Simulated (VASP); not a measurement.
Set up this calculation in VASP 6.6.1, as the native input.

| Property | Result |
| --- | --- |
| Task | single point |
| Functional | PBEsol |
| Potentials or basis | VASP PAW PBE potentials, release 64 (Zr_sv) |
| Cutoff | 520 eV |
| k mesh | 11 × 7 × 12 |
| Occupations | gaussian, width 0.1 eV |
| Spin | no spin polarisation |
| Dipole correction | no |
| Further INCAR settings | ALGO = Fast; EDIFF = 1e-06; NBANDS = 19; ISYM = 0 |

The structure of Zr lies in POSCAR:

```
Zr
1.0
    3.1834311920      0.0000000000      0.0000000000
    0.0000000000      5.1176265140      0.0000000000
    1.5917155960      0.0000000000      2.7569322835
Zr
2
Direct
    0.3333333333      0.7500000000      0.3333333333
    0.6666666667      0.2500000000      0.6666666667
```

These files were run (other wordings do the same):

INCAR

```
SYSTEM = Zr
  ALGO = Fast
  EDIFF = 1E-6
  ENCUT = 520
  GGA = PS
  ISIF = 2
  ISMEAR = 0
  ISYM = 0
  LASPH = .True.
  LCHARG = .False.
  LREAL = .False.
  LWAVE = .False.
  NBANDS = 19
  NELM = 60
  PREC = Accurate
  SIGMA = 0.1
```

KPOINTS

```
k-points
0
Gamma
  11 7 12
  0 0 0
```

Potentials or basis: VASP PAW PBE potentials, release 64 (Zr_sv).

Command:

```sh
$ cat potpaw_PBE.64/Zr_sv/POTCAR > POTCAR
$ mpirun -np 1 vasp_std > vasp.out
```

Results of the run:

* Pressure: 0.1 GPa
* Largest force: 0.007 eV/Å
* Band gap on the k mesh: zero (bands 12 and 13 overlap by 1.12 eV)

Caveat: the PAW data sets were made with another functional, which shifts forces and pressure a little.

Wall time 5.5 min on 1 thread of Intel(R) Xeon(R) Platinum 8259CL CPU @ 2.50GHz (Skylake/Cascade Lake) (shared host), peak memory 0.41 GiB.
